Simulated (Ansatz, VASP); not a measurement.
# SnO: VASP beside Ansatz

```
CELL_PARAMETERS angstrom
0.00000 2.75572 2.75572
2.75572 0.00000 2.75572
2.75572 2.75572 0.00000
ATOMIC_POSITIONS crystal
Sn 0.00000 0.00000 0.00000
O 0.25000 0.25000 0.25000
```

Change from the starting cell: volume scaled by 1.02.

Alike in both runs: task single point; functional PBE; k mesh 12 × 12 × 12; occupations fermi-dirac, width 0.08 eV; no spin polarisation.

```csv
,VASP,Ansatz
version,VASP 6.6.1,Ansatz 0.2.0
potentials or method,"VASP PAW PBE potentials, release 64 (Sn_d, O), cutoff 520 eV","all-electron LAPW, scalar-relativistic"
```

|  | VASP | Ansatz | Ansatz less VASP |
| --- | --- | --- | --- |
| pressure (GPa) | -1.1 | -1.1 | -0.02 |

Ansatz ran all-electron here, and VASP with PAW potentials.
